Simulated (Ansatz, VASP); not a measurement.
# S: VASP beside Ansatz

File INCAR:

```
ALGO     = Normal         # electronic algorithm
EDIFF    = 1E-6           # SCF threshold, eV
ENCUT    = 520            # plane-wave cutoff, eV
GGA      = PE             # functional
ISIF     = 2              # what is computed and relaxed
ISMEAR   = -1             # smearing method
LASPH    = T              # aspherical terms in the spheres
LCHARG   = F              # write CHGCAR
LREAL    = F              # projectors in reciprocal space
LWAVE    = F              # write WAVECAR
NBANDS   = 9              # bands
NELM     = 80             # most SCF steps
PREC     = Accurate       # precision mode
SIGMA    = 0.1            # smearing width, eV
```

File KPOINTS:

```
k-points
0
Gamma
  16 16 16
```

File POSCAR:

```
S
1.0
   -1.3174430160      1.3174430160      1.3174430160
    1.3174430160     -1.3174430160      1.3174430160
    1.3174430160      1.3174430160     -1.3174430160
S
1
Direct
    0.0000000000      0.0000000000      0.0000000000
```

Input for Ansatz:

```yaml
crystal:
  lattice:
    - [-1.317443016, 1.317443016, 1.317443016]
    - [1.317443016, -1.317443016, 1.317443016]
    - [1.317443016, 1.317443016, -1.317443016]
  atoms:
    - { symbol: S, position: [0.0, 0.0, 0.0] }
kpoints:
  mp_grid: { grid: [16, 16, 16] }
scf:
  occupations: { method: fermi_dirac, width: 0.1 }
hamiltonian:
  xc: pbe
  pseudopotentials: { kind: all_electron, lapw: { basis_error: 0.001 } }
output:
  forces: true
  stress: true
  eigenvalues: true
  populations: true
```

Change from the starting cell: volume scaled by 0.58, LAPW.

Alike in both runs: task single point; functional PBE; k mesh 16 × 16 × 16; occupations fermi-dirac, width 0.1 eV; no spin polarisation.

|  | VASP | Ansatz |
| --- | --- | --- |
| version | VASP 6.6.1 | Ansatz 0.2.0 |
| potentials or method | VASP PAW PBE potentials, release 64 (S), cutoff 520 eV | all-electron LAPW, scalar-relativistic |

Ansatz gave:

| Item | Value |
| --- | --- |
| pressure (GPa) | 134.4 |

Question: Estimate VASP's values.

Answer: Pressure (GPa): 132.8.

Both programs put the cell under a high pressure, so it lies far from rest at this level. Ansatz ran all-electron here, and VASP with PAW potentials.

Noted on VASP's run: the cell as given lies far from equilibrium.
